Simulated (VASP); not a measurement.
# Rh (P6/mmm) in VASP: notebook

Rh is run at these levels: r2SCAN; tasks: single point.

Everything below comes from runs of VASP 6.6.1. Logs are shortened: lines on timing, memory, paths and dates and some standing lists are left out, and cuts for length are marked.

### Step 1. The cell of the first run

The structure is hexagonal, space group P6/mmm (No. 191). Conventional cell: a = 4.269 Å, b = 4.269 Å, c = 2.622 Å, α = 90.00°, β = 90.00°, γ = 120.00°. Rh (site symmetry 6/mmm) has 14 Rh at 2.62 to 2.79 Å within 3.5 Å. Within 3.3 Å of Rh (site symmetry -6m2) lie 11 Rh at 2.46 to 2.79 Å.

This isn't the form of Rh at room conditions, which is fcc.

### Step 2. Single point, r2SCAN, collinear spin, ferromagnetic start (13.79 Å³/atom)

The input, POSCAR:

```
Rh
1.0
    4.2686076629      0.0000000000      0.0000000000
   -2.1343038315      3.6967226748      0.0000000000
    0.0000000000      0.0000000000      2.6222125182
Rh
3
Direct
    0.0000000000      1.0000000000      0.0000000000
    0.3333333333      0.6666666667      0.5000000000
    0.6666666667      0.3333333333      0.5000000000
```

The input, INCAR.step1:

```
SYSTEM = Rh
PREC = Accurate ; ENCUT = 520
ISMEAR = -1 ; SIGMA = 0.05
LREAL = .False. ; LASPH = .True.
NELM = 150 ; ISPIN = 2
MAGMOM = 1.137 0.818 0.818 ; LMAXMIX = 4
NBANDS = 34 ; GGA = PE
ALGO = Normal ; EDIFF = 1E-4
LWAVE = .True. ; LCHARG = .False.
```

The input, INCAR.step2:

```
SYSTEM = Rh
PREC = Accurate ; ENCUT = 520
EDIFF = 1E-6 ; ISMEAR = -1
SIGMA = 0.05 ; LREAL = .False.
LASPH = .True. ; NELM = 150
ALGO = Normal ; ISIF = 2
LWAVE = .False. ; LCHARG = .True.
ISPIN = 2 ; MAGMOM = 1.137 0.818 0.818
LORBIT = 11 ; LMAXMIX = 4
METAGGA = R2SCAN ; LMIXTAU = .True.
LELF = .True. ; LVHAR = .True.
NBANDS = 34 ; ISTART = 1
```

The input, KPOINTS:

```
Automatic mesh
0
Gamma
  10 10 13
  0 0 0
```

Potentials or basis: VASP PAW PBE potentials, release 64 (Rh_pv).

Run with:

```sh
cat potpaw_PBE.64/Rh_pv/POTCAR > POTCAR
cp INCAR.step1 INCAR
mpirun -np 1 vasp_std > vasp.out
cp INCAR.step2 INCAR
mpirun -np 1 vasp_std > vasp.out
```

OUTCAR:

```text
SYSTEM = Rh
   PREC = Accurate
   ENCUT = 520
   EDIFF = 1E-6
   ISMEAR = -1
   LREAL = .False.
   LASPH = .True.
   NELM = 150
   ISIF = 2
   ISPIN = 2
   LORBIT = 11
   METAGGA = R2SCAN
   ISTART = 1

 ion  position               nearest neighbor table
   1  0.000  0.000  0.000-   2 2.79   3 2.79   2 2.79   3 2.79   2 2.79   2 2.79   3 2.79   3 2.79
                             3 2.79   3 2.79   2 2.79   2 2.79
   2  0.333  0.667  0.500-   3 2.46   3 2.46   3 2.46   1 2.79   1 2.79   1 2.79   1 2.79   1 2.79
                             1 2.79
   3  0.667  0.333  0.500-   2 2.46   2 2.46   2 2.46   1 2.79   1 2.79   1 2.79   1 2.79   1 2.79
                             1 2.79

  LATTYP: Found a hexagonal cell.
 ALAT       =     4.2686076629
 C/A-ratio  =     0.6143016003

  Lattice vectors:

 A1 = (   4.2686076629,   0.0000000000,   0.0000000000)
 A2 = (  -2.1343038315,   3.6967226748,   0.0000000000)
 A3 = (   0.0000000000,   0.0000000000,   2.6222125182)

Analysis of symmetry for initial positions (statically):
=====================================================================
 Subroutine PRICEL returns:
 Original cell was already a primitive cell.

 Routine SETGRP: Setting up the symmetry group for a
 hexagonal supercell.

 Subroutine GETGRP returns: Found 24 space group operations
 (whereof 24 operations were pure point group operations)
 out of a pool of 24 trial point group operations.

The static configuration has the point symmetry D_6h.

Analysis of symmetry for dynamics (positions and initial velocities):
=====================================================================
 Subroutine PRICEL returns:
 Original cell was already a primitive cell.

 Routine SETGRP: Setting up the symmetry group for a
 hexagonal supercell.

 Subroutine GETGRP returns: Found 24 space group operations
 (whereof 24 operations were pure point group operations)
 out of a pool of 24 trial point group operations.

The dynamic configuration has the point symmetry D_6h.

Analysis of structural, dynamic, and magnetic symmetry:
=====================================================================
 Subroutine PRICEL returns:
 Original cell was already a primitive cell.

 Routine SETGRP: Setting up the symmetry group for a
 hexagonal supercell.

 Subroutine GETGRP returns: Found 24 space group operations
 (whereof 24 operations were pure point group operations)
 out of a pool of 24 trial point group operations.

The overall configuration has the point symmetry D_6h.

 Subroutine INISYM returns: Found 24 space group operations
 (whereof 24 operations are pure point group operations),
 and found     1 'primitive' translations

----------------------------------------------------------------------------------------

                                     Primitive cell

  volume of cell :      41.3781

  direct lattice vectors                    reciprocal lattice vectors
     4.268607663  0.000000000  0.000000000     0.234268426  0.135254939  0.000000000
    -2.134303832  3.696722675  0.000000000     0.000000000  0.270509878  0.000000000
     0.000000000  0.000000000  2.622212518     0.000000000  0.000000000  0.381357343

  length of vectors
     4.268607663  4.268607663  2.622212518     0.270509878  0.270509878  0.381357343

  position of ions in fractional coordinates (direct lattice)
     0.000000000  0.000000000  0.000000000
     0.333333333  0.666666667  0.500000000
     0.666666667  0.333333333  0.500000000

  ion indices of the primitive-cell ions
   primitive index   ion index
                 1           1
                 2           2
                 3           3

----------------------------------------------------------------------------------------

 KPOINTS: Automatic mesh

Automatic generation of k-mesh.
 Grid dimensions read from file:
 generate k-points for:   10   10   13

 Generating k-lattice:

  Cartesian coordinates                     Fractional coordinates (reciprocal lattice)
     0.023426843  0.013525494  0.000000000     0.100000000 -0.000000000  0.000000000
     0.000000000  0.027050988  0.000000000     0.000000000  0.100000000  0.000000000
     0.000000000  0.000000000  0.029335180     0.000000000  0.000000000  0.076923077

  Length of vectors
     0.027050988  0.027050988  0.029335180

  Shift w.r.t. Gamma in fractional coordinates (k-lattice)
     0.000000000  0.000000000  0.000000000

 Subroutine IBZKPT returns following result:
 ===========================================

 Found     98 irreducible k-points:

 Following reciprocal coordinates:
            Coordinates               Weight
  0.000000  0.000000  0.000000      1.000000
  0.100000  0.000000  0.000000      6.000000
  0.200000  0.000000  0.000000      6.000000
  0.300000  0.000000  0.000000      6.000000
  0.400000  0.000000  0.000000      6.000000
  0.500000  0.000000  0.000000      3.000000
[... 16 lines left out ...]
  0.300000  0.100000  0.076923     24.000000
  0.400000  0.100000  0.076923     24.000000
 [... further k-points ...]
   k-points           NKPTS =     98   k-points in BZ     NKDIM =     98   number of bands    NBANDS=     34
   number of dos      NEDOS =    301   number of ions     NIONS =      3
   total plane-waves  NPLWV =  20480
   dimension x,y,z NGX =    32 NGY =   32 NGZ =   20
   dimension x,y,z NGXF=    64 NGYF=   64 NGZF=   40
   ions per type =               3
   NGX,Y,Z   is equivalent  to a cutoff of  12.46, 12.46, 12.68 a.u.
   NGXF,Y,Z  is equivalent  to a cutoff of  24.93, 24.93, 25.36 a.u.
 SYSTEM =  Rh
   PREC   = accura    normal or accurate (medium, high low for compatibility)
   ISTART =      1    job   : 0-new  1-cont  2-samecut
   ICHARG =      0    charge: 1-file 2-atom 10-const
   ISPIN  =      2    spin polarized calculation?
   LNONCOLLINEAR =      F non collinear calculations
   LSORBIT =      F    spin-orbit coupling
   LASPH  =      T    aspherical Exc in radial PAW
   ENCUT  =  520.0 eV  38.22 Ry    6.18 a.u.   7.94  7.94  4.88*2*pi/ulx,y,z
   NELM   =    150;   NELMIN=  2; NELMDL=  0     # of ELM steps
   EDIFF  = 0.1E-05   stopping-criterion for ELM
   LREAL  =      F    real-space projection
   EDIFFG = 0.1E-04   stopping-criterion for IOM
   NSW    =      0    number of steps for IOM
   IBRION =     -1    ionic relax: 0-MD 1-quasi-New 2-CG
   NFREE  =      0    steps in history (QN), initial steepest desc. (CG)
   ISIF   =      2    stress and relaxation
   ISYM   =      2    0-nonsym 1-usesym 2-fastsym
   POTIM  = 0.5000    time-step for ionic-motion
   TEBEG  =    0.0;   TEEND  =   0.0 temperature during run
   PSTRESS=    0.0 pullay stress
   NELECT =      45.0000    total number of electrons
   NUPDOWN=      -1.0000    fix difference up-down
   EMIN   =  10.00;   EMAX   =-10.00  energy-range for DOS
   EFERMI =   0.00;   METHOD = LEGACY
   ISMEAR =    -1;   SIGMA  =   0.05  broadening in eV -4-tet -1-fermi 0-gaus
   EFERMI_NEDOS =   21; number of points for ismear=-14 and -15
   IALGO  =     38    algorithm
   IMIX   =      4    mixing-type and parameters
     AMIX     =   0.40;   BMIX     =  1.00
     AMIX_MAG =   1.60;   BMIX_MAG =  1.00
  volume/ion in A,a.u.               =      13.79        93.08
  Fermi-wavevector in a.u.,A,eV,Ry     =   1.683534  3.181419 38.562832  2.834288
  Thomas-Fermi vector in A             =   2.766718
   LORBIT       =     11    0 simple, 1 ext, 2 COOP (PROOUT), +10 PAW based schemes
   METAGGA = R2SCAN    functional components
   LHFCALC =     F    Hartree Fock is set to
   AEXX    =    0.0000 exact exchange contribution
   IVDW    =     0    specifies the selected vdW correction
   LEPSILON=     F    determine dielectric tensor
   LRPA    =     F    only Hartree local field effects (RPA)
 spin polarized calculation
  energy-cutoff  :      520.00
  volume of cell :       41.38
 maximum number of plane-waves:      1128
 NGX is ok and might be reduce to    32
   NGX = 15   NGY = 15   NGZ =  9

 number of electron      44.9999997 magnetization       0.0003472

 number of electron      44.9999997 magnetization      -0.0003894

 Free energy of the ion-electron system (eV)
  ---------------------------------------------------
  ext. energy  EPLUGINS =         0.00000000
  ---------------------------------------------------
  free energy    TOTEN  =       -71.70327258 eV

  energy without entropy =      -71.65894260  energy(sigma->0) =      -71.68110759

 E-fermi :  11.7216     XC(G=0): -15.1479

 val. band max:       11.7136320723   @ k =   0.3000   0.1000   0.3846
 cond. band min:      11.7234341406   @ k =   0.2000   0.1000   0.2308
 fundamental gap:      0.0098020683
 Fermi energy:        11.7216307884

 spin component 1

 k-point     1 :       0.0000    0.0000    0.0000
  band No.  band energies     occupation
      1     -36.8576      1.00000
      2     -36.8576      1.00000
      3     -36.4332      1.00000
      4     -36.4332      1.00000
      5     -36.1919      1.00000
      6     -36.0291      1.00000
[... 26 lines left out ...]
     33      29.2198      0.00000
     34      29.2578      0.00000
[... 820 lines left out ...]
      4     -36.1992      1.00000
      5     -36.1886      1.00000
      6     -36.1598      1.00000
[... 26 lines left out ...]
     33      29.2251      0.00000
     34      29.2577      0.00000

 [... further k-points ...]

 spin component 2

 k-point     1 :       0.0000    0.0000    0.0000
  band No.  band energies     occupation
      1     -36.8578      1.00000
      2     -36.8577      1.00000
      3     -36.4333      1.00000
      4     -36.4333      1.00000
      5     -36.1921      1.00000
      6     -36.0293      1.00000
[... 26 lines left out ...]
     33      29.2195      0.00000
     34      29.2579      0.00000
[... 820 lines left out ...]
      4     -36.1993      1.00000
      5     -36.1888      1.00000
      6     -36.1599      1.00000
[... 26 lines left out ...]
     33      29.2249      0.00000
     34      29.2572      0.00000

 [... further k-points ...]
[... 5 lines left out ...]
  --------------------------------------------------------------------------------------
  -------------------------------------------------------------------------------------
  Total        2.0558566      2.0558566      1.4639340     -0.0000000      0.0000000      0.0000000
  in kB       79.6035432     79.6035432     56.6840757     -0.0000000      0.0000000      0.0000000
  external PRESSURE =      71.9637207 kB  Pullay stress =       0.0000000 kB

 VOLUME and BASIS-vectors are now :
 -----------------------------------------------------------------------------
  energy-cutoff  :      520.00
  volume of cell :       41.38
      direct lattice vectors                 reciprocal lattice vectors
     4.268607663  0.000000000  0.000000000     0.234268426  0.135254939  0.000000000
    -2.134303832  3.696722675  0.000000000     0.000000000  0.270509878  0.000000000
     0.000000000  0.000000000  2.622212518     0.000000000  0.000000000  0.381357343

 POSITION                                       TOTAL-FORCE (eV/Angst)
 -----------------------------------------------------------------------------------
      0.00000      0.00000      0.00000         0.000000      0.000000      0.000000
     -0.00000      2.46448      1.31111        -0.000000     -0.000000      0.000000
      2.13430      1.23224      1.31111         0.000000      0.000000      0.000000
 -----------------------------------------------------------------------------------
    total drift:                               -0.000000      0.000000      0.000000

  FREE ENERGIE OF THE ION-ELECTRON SYSTEM (eV)
  ---------------------------------------------------
  free  energy   TOTEN  =       -71.7032725846 eV

  energy  without entropy=      -71.6589425964  energy(sigma->0) =      -71.68110759

 total charge

# of ion       s       p       d       tot
------------------------------------------
    1        0.400   6.276   7.101  13.777
    2        0.438   6.305   7.147  13.890
    3        0.438   6.305   7.147  13.890
--------------------------------------------------
tot          1.277  18.886  21.394  41.557

 magnetization (x)

# of ion       s       p       d       tot
------------------------------------------
    1       -0.000   0.000  -0.000  -0.000
    2       -0.000   0.000  -0.000  -0.000
    3       -0.000   0.000  -0.000  -0.000
--------------------------------------------------
tot         -0.000   0.000  -0.000  -0.000
```

It took 14 min on 1 thread of AMD EPYC 7R13 (Zen 3), shared host; peak memory 0.28 GiB.

Results:

```
Free energy                                           : -71.7033 eV
Pressure                                              : 7.2 GPa
Net moment                                            : 0.00 μB per cell
Valence electrons inside the program's atomic spheres : Rh 13.78, 13.89 (each value once)
```

Levels at points of the mesh, in eV from the Fermi level:
Spin up:
| k point | band 19 | band 20 | band 21 | band 22 | band 23 | band 24 | band 25 | band 26 | band 27 | band 28 |
| --- | --- | --- | --- | --- | --- | --- | --- | --- | --- | --- |
| (0.00, 0.00, 0.00) | -2.63 | -1.78 | -1.78 | -1.70 | -1.70 | 0.80 | 0.80 | 9.00 | 9.00 | 9.05 |
| (0.50, 0.00, 0.00) | -1.55 | -1.49 | -0.23 | 0.06 | 0.10 | 0.11 | 0.49 | 0.89 | 1.32 | 9.77 |
Spin down:
```
           k point  band 21  band 22  band 23  band 24  band 25  band 26
(0.00, 0.00, 0.00)    -1.78    -1.70    -1.70     0.80     0.80     9.00
(0.50, 0.00, 0.00)    -0.23     0.06     0.10     0.11     0.49     0.89
```

Caveat: the cell stands under pressure; the PAW data sets were made with another functional, which shifts forces and pressure a little.

### Step 3. Single point, r2SCAN, collinear spin, ferromagnetic start

This run uses another cell than the first one, of 14.37 Å³/atom.

The input, POSCAR:

```
Rh
1.0
    4.3270890076      0.0000000000      0.0000000000
   -2.1635445038      3.7473690050      0.0000000000
    0.0000000000      0.0000000000      2.6581377019
Rh
3
Direct
    0.0000000000      1.0000000000      0.0000000000
    0.3333333333      0.6666666667      0.5000000000
    0.6666666667      0.3333333333      0.5000000000
```

The input, INCAR.step1:

```
SYSTEM = Rh
PREC     = Accurate       ! precision mode
ENCUT    = 520            ! plane-wave cutoff, eV
ISMEAR   = -1             ! smearing method
SIGMA    = 0.05           ! smearing width, eV
LREAL    = .False.        ! projectors in reciprocal space
LASPH    = .True.         ! aspherical terms in the spheres
NELM     = 150            ! most SCF steps
ISPIN    = 2              ! spin polarisation
MAGMOM   = 1.176 0.873 0.873 ! initial moments
LMAXMIX  = 4              ! l up to which the mixer works
NBANDS   = 34             ! bands
GGA      = PE             ! functional
ALGO     = Normal         ! electronic algorithm
EDIFF    = 1E-4           ! SCF threshold, eV
LWAVE    = .True.         ! write WAVECAR
LCHARG   = .False.        ! write CHGCAR
```

The input, INCAR.step2:

```
SYSTEM = Rh
PREC     = Accurate       ! precision mode
ENCUT    = 520            ! plane-wave cutoff, eV
EDIFF    = 1E-7           ! SCF threshold, eV
ISMEAR   = -1             ! smearing method
SIGMA    = 0.05           ! smearing width, eV
LREAL    = .False.        ! projectors in reciprocal space
LASPH    = .True.         ! aspherical terms in the spheres
NELM     = 150            ! most SCF steps
ALGO     = Normal         ! electronic algorithm
ISIF     = 2              ! what is computed and relaxed
LWAVE    = .False.        ! write WAVECAR
LCHARG   = .False.        ! write CHGCAR
ISPIN    = 2              ! spin polarisation
MAGMOM   = 1.176 0.873 0.873 ! initial moments
LORBIT   = 11             ! projections on sites
LMAXMIX  = 4              ! l up to which the mixer works
METAGGA  = R2SCAN         ! meta-GGA
LMIXTAU  = .True.       
NBANDS   = 34             ! bands
ISTART   = 1
```

The input, KPOINTS:

```
regular mesh
0
Gamma
  11 11 16
  0 0 0
```

Potentials or basis: VASP PAW PBE potentials, release 64 (Rh_pv).

Run with:

```sh
cat potpaw_PBE.64/Rh_pv/POTCAR > POTCAR
cp INCAR.step1 INCAR
mpirun -np 1 vasp_std > vasp.out
cp INCAR.step2 INCAR
mpirun -np 1 vasp_std > vasp.out
```

It took 43 min on 1 thread of Oxide Virtual Turin-like, shared host; peak memory 0.35 GiB.

Results (log left out):

```yaml
Free_energy: -71.7183 eV
Pressure: -3.9 GPa
Net_moment: 0.00 μB per cell
Valence_electrons_inside_the_program's_atomic_spheres: Rh 13.71, 13.82 (each value once)
```

Stress tensor (GPa, compression positive):
```
-3.48  0.00  0.00
 0.00 -3.48  0.00
 0.00  0.00 -4.61
```

Levels at points of the mesh, in eV from the Fermi level:
Spin up:
| k point | band 21 | band 22 | band 23 | band 24 | band 25 | band 26 |
| --- | --- | --- | --- | --- | --- | --- |
| (0.00, 0.00, 0.00) | -1.67 | -1.58 | -1.58 | 0.74 | 0.74 | 8.70 |
| (0.00, 0.00, 0.50) | -0.05 | 0.37 | 0.37 | 1.55 | 2.86 | 3.72 |
Spin down:
```tsv
k point	band 20	band 21	band 22	band 23	band 24	band 25	band 26	band 27
(0.00, 0.00, 0.00)	-1.67	-1.67	-1.58	-1.58	0.74	0.74	8.70	8.70
(0.00, 0.00, 0.50)	-0.05	-0.05	0.37	0.37	1.55	2.86	3.72	10.12
```

Caveat: the cell stands under tension; the PAW data sets were made with another functional, which shifts forces and pressure a little.
